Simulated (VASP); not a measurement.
# Al3Cu (P4/mmm) in VASP: notebook, part 2 of 2

VASP 6.6.1.

## (3) Single point, r2SCAN

File POSCAR:

```
Al3Cu
1.0
    2.7784054294      0.0000000000      0.0000000000
    0.0000000000      2.7784054294      0.0000000000
    0.0000000000      0.0000000000      7.5134034100
Al Cu
3 1
Direct
    0.0000000000      0.0000000000      0.5000000000
    0.5000000000      0.5000000000      0.2261155100
    0.5000000000      0.5000000000      0.7738844900
    0.0000000000      0.0000000000      0.0000000000
```

File INCAR.step1:

```
SYSTEM = Al3Cu
  PREC = Accurate
  ENCUT = 520
  ISMEAR = 0
  SIGMA = 0.4
  LREAL = .False.
  LASPH = .True.
  NELM = 60
  NBANDS = 18
  GGA = PE
  ALGO = Normal
  EDIFF = 1E-4
  LWAVE = .True.
  LCHARG = .False.
```

File INCAR.step2:

```
SYSTEM = Al3Cu
  PREC = Accurate
  ENCUT = 520
  EDIFF = 1E-7
  ISMEAR = 0
  SIGMA = 0.4
  LREAL = .False.
  LASPH = .True.
  NELM = 60
  ALGO = Normal
  ISIF = 2
  LWAVE = .False.
  LCHARG = .False.
  METAGGA = R2SCAN
  LMIXTAU = .True.
  NBANDS = 18
  ISTART = 1
```

File KPOINTS:

```
regular mesh
0
Gamma
  8 8 3
  0 0 0
```

Potentials or basis: VASP PAW PBE potentials, release 64 (Al, Cu).

The run is started by

```console
cat potpaw_PBE.64/Al/POTCAR potpaw_PBE.64/Cu/POTCAR > POTCAR
cp INCAR.step1 INCAR
mpirun -np 1 vasp_std > vasp.out
cp INCAR.step2 INCAR
mpirun -np 1 vasp_std > vasp.out
```

OUTCAR:

```text
SYSTEM = Al3Cu
   PREC = Accurate
   ENCUT = 520
   EDIFF = 1E-7
   ISMEAR = 0
   LREAL = .False.
   LASPH = .True.
   NELM = 60
   ISIF = 2
   METAGGA = R2SCAN
   ISTART = 1

 ion  position               nearest neighbor table
   1  0.000  0.000  0.500-   2 2.85   3 2.85   2 2.85   3 2.85   2 2.85   3 2.85   2 2.85   3 2.85

   2  0.500  0.500  0.226-   4 2.60   4 2.60   4 2.60   4 2.60   1 2.85   1 2.85   1 2.85   1 2.85

   3  0.500  0.500  0.774-   4 2.60   4 2.60   4 2.60   4 2.60   1 2.85   1 2.85   1 2.85   1 2.85

[... 700 lines left out ...]
     18      18.2106      0.00000

 [... further k-points ...]
[... 5 lines left out ...]
  --------------------------------------------------------------------------------------
  -------------------------------------------------------------------------------------
  Total        0.1986522      0.1986522      0.1636833      0.0000000      0.0000000      0.0000000
  in kB        5.4875192      5.4875192      4.5215457      0.0000000      0.0000000      0.0000000
  external PRESSURE =       5.1655280 kB  Pullay stress =       0.0000000 kB

 VOLUME and BASIS-vectors are now :
 -----------------------------------------------------------------------------
  energy-cutoff  :      520.00
  volume of cell :       58.00
      direct lattice vectors                 reciprocal lattice vectors
     2.778405429  0.000000000  0.000000000     0.359918675  0.000000000  0.000000000
     0.000000000  2.778405429  0.000000000     0.000000000  0.359918675  0.000000000
     0.000000000  0.000000000  7.513403410     0.000000000  0.000000000  0.133095476

 POSITION                                       TOTAL-FORCE (eV/Angst)
 -----------------------------------------------------------------------------------
      0.00000      0.00000      3.75670         0.000000      0.000000      0.000000
      1.38920      1.38920      1.69890        -0.000000     -0.000000     -0.063742
      1.38920      1.38920      5.81451         0.000000     -0.000000      0.063742
      0.00000      0.00000      0.00000         0.000000      0.000000      0.000000
 -----------------------------------------------------------------------------------
    total drift:                                0.000000      0.000000     -0.000000

  FREE ENERGIE OF THE ION-ELECTRON SYSTEM (eV)
  ---------------------------------------------------
  free  energy   TOTEN  =       -31.4297054240 eV

  energy  without entropy=      -31.3032168448  energy(sigma->0) =      -31.36646113
```

OSZICAR.step1:

```text
N       E                     dE             d eps       ncg     rms          rms(c)
DAV:   1     0.693805300945E+02    0.69381E+02   -0.82504E+03  1090   0.115E+03
DAV:   2    -0.141726509832E+02   -0.83553E+02   -0.77504E+02  1124   0.210E+02
DAV:   3    -0.181480321558E+02   -0.39754E+01   -0.38531E+01  1484   0.493E+01
DAV:   4    -0.182416674821E+02   -0.93635E-01   -0.93167E-01  1568   0.638E+00
DAV:   5    -0.182440172948E+02   -0.23498E-02   -0.23495E-02  1574   0.101E+00    0.180E+01
DAV:   6    -0.251637508035E+02   -0.69197E+01   -0.10975E+02  1360   0.280E+02    0.164E+01
DAV:   7    -0.161844341949E+02    0.89793E+01   -0.23851E+01  1484   0.845E+01    0.589E+00
DAV:   8    -0.153250139532E+02    0.85942E+00   -0.39340E+00  1564   0.548E+01    0.884E-01
DAV:   9    -0.153591124966E+02   -0.34099E-01   -0.31516E-01  1736   0.789E+00    0.132E+00
DAV:  10    -0.153283066401E+02    0.30806E-01   -0.11030E-01  1484   0.928E+00    0.135E-01
DAV:  11    -0.153290507595E+02   -0.74412E-03   -0.39547E-03  1682   0.106E+00    0.168E-01
DAV:  12    -0.153284828861E+02    0.56787E-03   -0.16811E-03  1510   0.116E+00    0.356E-02
DAV:  13    -0.153285399879E+02   -0.57102E-04   -0.13503E-04   706   0.304E-01
   1 F= -.15328540E+02 E0= -.15263266E+02  d E =-.130547E+00
```

Run time: 3.1 min. Hardware: 1 thread of Intel Xeon 8259CL, shared host; peak memory 0.19 GiB.

What came out:

```yaml
Free_energy: -31.4297 eV
Pressure: 0.5 GPa
Largest_force: 0.064 eV/Å
Band_gap_on_the_k_mesh: zero (bands 10 and 11 overlap by 5.19 eV)
```

Forces on the atoms (eV/Å):
```
Al   0.000  0.000  0.000
Al   0.000  0.000 -0.064
Al   0.000  0.000  0.064
Cu   0.000  0.000  0.000
```

Stress tensor (GPa, compression positive):
```
0.55 0.00 0.00
0.00 0.55 0.00
0.00 0.00 0.45
```

Levels at points of the mesh, in eV from the Fermi level:
| k point | band 7 | band 8 | band 9 | band 10 | band 11 | band 12 | band 13 | band 14 |
| --- | --- | --- | --- | --- | --- | --- | --- | --- |
| (0.00, 0.00, 0.00) | -3.71 | -3.31 | -1.81 | 0.80 | 6.56 | 7.06 | 7.06 | 8.31 |
| (0.50, 0.00, 0.00) | -3.79 | -3.76 | -3.60 | -2.41 | -1.86 | 2.94 | 4.19 | 4.57 |
| (0.50, 0.50, 0.00) | -2.77 | -0.60 | -0.38 | 0.19 | 0.19 | 0.48 | 0.48 | 0.63 |

Caveat: so wide a smearing shifts energies and pressures; the PAW data sets were made with another functional, which shifts forces and pressure a little.

## (4) Single point, r2SCAN

This run uses another cell than the first one, of 14.62 Å³/atom.

File POSCAR:

```
Al3Cu
1.0
    3.0590162731      0.0000000000      0.0000000000
    0.0000000000      3.0590162731      0.0000000000
    0.0000000000      0.0000000000      6.2510712122
Al Cu
3 1
Direct
    0.0000000000      0.0000000000      0.5000000000
    0.5000000000      0.5000000000      0.2229285319
    0.5000000000      0.5000000000      0.7770714681
    0.0000000000      0.0000000000      0.0000000000
```

File INCAR.step1:

```
ALGO = Normal
EDIFF = 1E-4
ENCUT = 520
GGA = PE
ISMEAR = 0
LASPH = True
LCHARG = False
LREAL = False
LWAVE = True
NBANDS = 18
NELM = 100
PREC = Accurate
SIGMA = 0.1
```

File INCAR.step2:

```
ALGO = Normal
EDIFF = 1E-7
ENCUT = 520
ISIF = 2
ISMEAR = 0
ISTART = 1
LASPH = True
LCHARG = False
LMIXTAU = True
LREAL = False
LWAVE = False
METAGGA = R2SCAN
NBANDS = 18
NELM = 100
PREC = Accurate
SIGMA = 0.1
```

File KPOINTS:

```
k-points
0
Gamma
  2 2 1
```

Potentials or basis: VASP PAW PBE potentials, release 64 (Al, Cu).

The run is started by

```console
cat potpaw_PBE.64/Al/POTCAR potpaw_PBE.64/Cu/POTCAR > POTCAR
cp INCAR.step1 INCAR
mpirun -np 1 vasp_std > vasp.out
cp INCAR.step2 INCAR
mpirun -np 1 vasp_std > vasp.out
```

OUTCAR:

```text
EDIFF = 1E-7
   ENCUT = 520
   ISIF = 2
   ISMEAR = 0
   ISTART = 1
   LASPH = True
   LREAL = False
   METAGGA = R2SCAN
   NELM = 100
   PREC = Accurate

 ion  position               nearest neighbor table
   1  0.000  0.000  0.500-   2 2.77   3 2.77   2 2.77   3 2.77   2 2.77   3 2.77   2 2.77   3 2.77

   2  0.500  0.500  0.223-   4 2.57   4 2.57   4 2.57   4 2.57   1 2.77   1 2.77   1 2.77   1 2.77
                             3 2.79
   3  0.500  0.500  0.777-   4 2.57   4 2.57   4 2.57   4 2.57   1 2.77   1 2.77   1 2.77   1 2.77
                             2 2.79
   4  0.000  0.000  0.000-   2 2.57   3 2.57   2 2.57   3 2.57   2 2.57   3 2.57   2 2.57   3 2.57

  LATTYP: Found a simple tetragonal cell.
 ALAT       =     3.0590162731
 C/A-ratio  =     2.0434906696

  Lattice vectors:

 A1 = (   3.0590162731,   0.0000000000,   0.0000000000)
 A2 = (   0.0000000000,   3.0590162731,   0.0000000000)
 A3 = (   0.0000000000,   0.0000000000,   6.2510712122)

Analysis of symmetry for initial positions (statically):
=====================================================================
[... 154 lines left out ...]

 E-fermi :   8.3564     XC(G=0): -11.7054

 val. band max:        6.8425783881   @ k =   0.5000   0.0000   0.0000
 cond. band min:       8.3719789864   @ k =   0.5000   0.5000   0.0000
 fundamental gap:      1.5294005983
 Fermi energy:         8.3563549687

 k-point     1 :       0.0000    0.0000    0.0000
  band No.  band energies     occupation
      1      -3.4231      2.00000
      2       0.4624      2.00000
      3       0.5112      2.00000
      4       3.9623      2.00000
      5       4.6249      2.00000
      6       4.7001      2.00000
[... 40 lines left out ...]
      5       4.3448      2.00000
      6       4.3448      2.00000
[... 10 lines left out ...]
     17      11.6586      0.00000
     18      18.8505      0.00000

------------------------ aborting loop because EDIFF is reached ----------------------------------------

  FORCE on cell =-STRESS in cart. coord.  units (eV):
  Direction    XX          YY          ZZ          XY          YZ          ZX
  --------------------------------------------------------------------------------------
  -------------------------------------------------------------------------------------
  Total       -0.0831299     -0.0831299     -0.0701170      0.0000000      0.0000000      0.0000000
  in kB       -2.2769317     -2.2769317     -1.9205082      0.0000000      0.0000000      0.0000000
  external PRESSURE =      -2.1581239 kB  Pullay stress =       0.0000000 kB

 VOLUME and BASIS-vectors are now :
 -----------------------------------------------------------------------------
  energy-cutoff  :      520.00
  volume of cell :       58.49
      direct lattice vectors                 reciprocal lattice vectors
     3.059016273  0.000000000  0.000000000     0.326902478  0.000000000  0.000000000
     0.000000000  3.059016273  0.000000000     0.000000000  0.326902478  0.000000000
     0.000000000  0.000000000  6.251071212     0.000000000  0.000000000  0.159972582

 POSITION                                       TOTAL-FORCE (eV/Angst)
 -----------------------------------------------------------------------------------
      0.00000      0.00000      3.12554         0.000000     -0.000000      0.000000
      1.52951      1.52951      1.39354        -0.000000      0.000000      0.006259
      1.52951      1.52951      4.85753         0.000000     -0.000000     -0.006259
      0.00000      0.00000      0.00000         0.000000     -0.000000      0.000000
 -----------------------------------------------------------------------------------
    total drift:                                0.000000      0.000000     -0.000000

  FREE ENERGIE OF THE ION-ELECTRON SYSTEM (eV)
  ---------------------------------------------------
  free  energy   TOTEN  =       -32.8462003604 eV

  energy  without entropy=      -32.8095615956  energy(sigma->0) =      -32.82788098
```

Wall time 18 s (1 thread of Intel Xeon 6975P-C (Granite Rapids), shared host); peak memory 0.17 GiB.

Results:

```yaml
Free_energy: -32.8462 eV
Pressure: -0.2 GPa
Largest_force: 0.006 eV/Å
Band_gap_on_the_k_mesh: zero (bands 10 and 11 overlap by 5.15 eV)
```

Forces on the atoms (eV/Å):
```
Al   0.000  0.000  0.000
Al   0.000  0.000  0.006
Al   0.000  0.000 -0.006
Cu   0.000  0.000  0.000
```

Levels at points of the mesh, in eV from the Fermi level:
| k point | band 6 | band 7 | band 8 | band 9 | band 10 | band 11 | band 12 | band 13 |
| --- | --- | --- | --- | --- | --- | --- | --- | --- |
| (0.00, 0.00, 0.00) | -3.66 | -3.66 | -3.44 | 3.09 | 3.64 | 3.64 | 4.77 | 4.80 |
| (0.50, 0.00, 0.00) | -4.15 | -3.88 | -3.57 | -3.20 | -1.89 | -1.51 | 6.94 | 7.31 |
| (0.50, 0.50, 0.00) | -4.01 | -3.13 | -1.85 | -1.75 | 0.02 | 0.02 | 0.07 | 0.81 |

Caveat: the k points lie up to 1.03 Å⁻¹ apart, too coarse for converged energies and pressures of a metal; the PAW data sets were made with another functional, which shifts forces and pressure a little.

## (5) Single point, r2SCAN

This run uses another cell than the first one, of 14.46 Å³/atom.

File POSCAR:

```
Al3Cu
1.0
    2.9531820901      0.0000000000      0.0000000000
    0.0000000000      2.9531820901      0.0000000000
    0.0000000000      0.0000000000      6.6334586608
Al Cu
3 1
Direct
    0.0000000000      0.0000000000      0.5000000000
    0.5000000000      0.5000000000      0.2253178551
    0.5000000000      0.5000000000      0.7746821449
    0.0000000000      0.0000000000      0.0000000000
```

File INCAR.step1:

```
SYSTEM = Al3Cu
  PREC = Accurate
  ENCUT = 520
  ISMEAR = 0
  SIGMA = 0.1
  LREAL = .FALSE.
  LASPH = .TRUE.
  NELM = 60
  NBANDS = 18
  GGA = PE
  ALGO = Normal
  EDIFF = 1E-4
  LWAVE = .TRUE.
  LCHARG = .FALSE.
```

File INCAR.step2:

```
SYSTEM = Al3Cu
  PREC = Accurate
  ENCUT = 520
  EDIFF = 1E-6
  ISMEAR = 0
  SIGMA = 0.1
  LREAL = .FALSE.
  LASPH = .TRUE.
  NELM = 60
  ALGO = Normal
  ISIF = 2
  LWAVE = .FALSE.
  LCHARG = .TRUE.
  METAGGA = R2SCAN
  LMIXTAU = .TRUE.
  LELF = .TRUE.
  LVHAR = .TRUE.
  NBANDS = 18
  ISTART = 1
```

File KPOINTS:

```
Automatic mesh
0
G
  4 4 2
  0 0 0
```

The run is started by

```console
cat potpaw_PBE.64/Al/POTCAR potpaw_PBE.64/Cu/POTCAR > POTCAR
cp INCAR.step1 INCAR
mpirun -np 1 vasp_std > vasp.out
cp INCAR.step2 INCAR
mpirun -np 1 vasp_std > vasp.out
```

Wall time 22 s (1 thread of Intel Xeon 6975P-C (Granite Rapids), shared host); peak memory 0.17 GiB.

It converged, with:

- Free energy: -31.1825 eV
- Pressure: -0.2 GPa
- Largest force: 0.003 eV/Å
- Band gap on the k mesh: zero (bands 10 and 11 overlap by 7.29 eV)

Forces in eV/Å, atoms in the order of the input:
```
Al   0.000  0.000  0.000
Al   0.000  0.000  0.003
Al   0.000  0.000 -0.003
Cu   0.000  0.000  0.000
```

Levels at points of the mesh, in eV from the Fermi level:
| k point | band 6 | band 7 | band 8 | band 9 | band 10 | band 11 | band 12 | band 13 | band 14 | band 15 |
| --- | --- | --- | --- | --- | --- | --- | --- | --- | --- | --- |
| (0.00, 0.00, 0.00) | -3.99 | -3.99 | -3.72 | 1.03 | 3.43 | 4.58 | 4.58 | 5.18 | 7.60 | 7.95 |
| (0.50, 0.00, 0.00) | -4.46 | -4.17 | -3.90 | -3.62 | -2.21 | -2.06 | 5.20 | 6.08 | 6.47 | 8.22 |
| (0.50, 0.50, 0.00) | -3.81 | -3.38 | -1.69 | -1.52 | -0.19 | -0.19 | 0.05 | 0.44 | 0.44 | 1.84 |
| (0.00, 0.00, 0.50) | -3.99 | -3.93 | -3.72 | -2.70 | 5.23 | 5.41 | 5.41 | 5.51 | 5.51 | 7.13 |
| (0.50, 0.00, 0.50) | -4.50 | -4.17 | -3.90 | -3.08 | -0.34 | 0.43 | 0.96 | 2.12 | 9.06 | 9.36 |
| (0.50, 0.50, 0.50) | -2.85 | -2.85 | -2.42 | -2.42 | -1.78 | -1.70 | -0.44 | 0.73 | 3.76 | 3.76 |

Caveat: the k points lie up to 0.53 Å⁻¹ apart, too coarse for converged energies and pressures of a metal; the PAW data sets were made with another functional, which shifts forces and pressure a little.

## (6) Summary

| cell | k mesh | smearing | gap on the mesh (eV) | pressure (GPa) | largest force (eV/Å) |
| --- | --- | --- | --- | --- | --- |
| a = 2.778, b = 2.778, c = 7.513 Å, 4 atoms, atomic positions A | 8 × 8 × 3 | gaussian 0.2 eV | none | 0.4 | 0.09 |
| a = 2.778, b = 2.778, c = 7.513 Å, 4 atoms, atomic positions A | 8 × 8 × 3 | gaussian 0.4 eV | none | 0.5 | 0.06 |
| a = 3.059, b = 3.059, c = 6.251 Å, 4 atoms, atomic positions B | 2 × 2 × 1 | gaussian 0.1 eV | none | -0.2 | 0.01 |
| a = 2.953, b = 2.953, c = 6.633 Å, 4 atoms, atomic positions A | 4 × 4 × 2 | gaussian 0.1 eV | none | -0.2 | - |

Alike in all rows: task single point; level r2SCAN; potentials or basis VASP PAW PBE potentials, release 64 (Al, Cu); no spin polarisation; cutoff (eV) 520.

Caveats: some runs use coarse meshes; the PAW data sets were made with another functional, which shifts forces and pressure a little; so wide a smearing shifts energies and pressures (at least some runs).

Total energies depend on the potentials used, so only differences within one code and one set of settings carry meaning.
